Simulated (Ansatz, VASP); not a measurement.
**Nb in VASP and in Ansatz**

```
Nb
1.0
    -1.61986    1.61986    1.61986
     1.61986   -1.61986    1.61986
     1.61986    1.61986   -1.61986
Nb
1
Cartesian
  0.0000 0.0000 0.0000
```

Alike in both runs: functional revPBE; dispersion D3(BJ); k mesh 13 × 13 × 13; no spin polarisation.

Ansatz relaxed the structure, and its values are those at the end. VASP's run is a single point on that final structure, the one shown.

|  | VASP | Ansatz |
| --- | --- | --- |
| version | VASP 6.6.1 | Ansatz 0.2.0 |
| potentials or method | VASP PAW PBE potentials, release 64 (Nb_sv), cutoff 500 eV | plane waves, PAW |
| occupations | fermi-dirac, width 0.1 eV | fermi-dirac |
| valence electrons in the cell | 13 | 13 |

Ansatz gave:

```
pressure (GPa) : 0.0
```

**Question.** Estimate VASP's values.

**Answer.** Pressure (GPa): -0.4.

VASP's potentials were made for PBE, not for revPBE.
